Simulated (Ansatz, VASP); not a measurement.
**Two plane-wave programs on W**

The input INCAR:

```
PREC = Accurate ; ENCUT = 520
EDIFF = 1E-6 ; ISMEAR = 0
SIGMA = 0.15 ; LREAL = F
LASPH = T ; NELM = 60
ALGO = Fast ; ISIF = 2
LWAVE = F ; LCHARG = T
GGA = PE ; LELF = T
LVHAR = T ; NBANDS = 13
```

The input KPOINTS:

```
Automatic mesh
0
Gamma
  22 22 22
```

File POSCAR:

```
W
1.0
   -1.1836180135      1.6423700809      1.6423700809
    1.6423700809     -1.1836180135      1.6423700809
    1.6423700809      1.6423700809     -1.1836180135
W
1
Direct
    0.0000000000      0.0000000000      0.0000000000
```

Input for Ansatz:

```yaml
crystal:
  lattice:
    - [-1.1836180135, 1.6423700809, 1.6423700809]
    - [1.6423700809, -1.1836180135, 1.6423700809]
    - [1.6423700809, 1.6423700809, -1.1836180135]
  atoms:
    - { symbol: W, position: [0.0, 0.0, 0.0] }
basis:
  ecutwfc: 420
kpoints:
  mp_grid: { grid: [22, 22, 22] }
hamiltonian:
  xc: pbe
  pseudopotentials: { kind: paw, azcp: { folder: soft_1 } }
scf:
  occupations: { method: gaussian, width: 0.15 }
output:
  forces: true
  stress: true
  eigenvalues: true
```

Alike in both runs: task single point; functional PBE; k mesh 22 × 22 × 22; occupations gaussian, width 0.15 eV; no spin polarisation.

```csv
,VASP,Ansatz
version,VASP 6.6.1,Ansatz 0.2.0
potentials or method,"VASP PAW PBE potentials, release 64 (W_sv), cutoff 520 eV","scalar-relativistic, plane waves, PAW"
valence electrons in the cell,14,14
```

```tsv
	VASP	Ansatz	Ansatz less VASP
gap on the k mesh at the Fermi level (eV)	none	none	-
pressure (GPa)	11.0	10.3	-0.75
traceless stress, the component that is largest in VASP (GPa)	-16.20	-16.09	+0.111
```

A gap of «none» marks a metal or a gap that the smearing closes.

Spin-orbit coupling is off throughout.
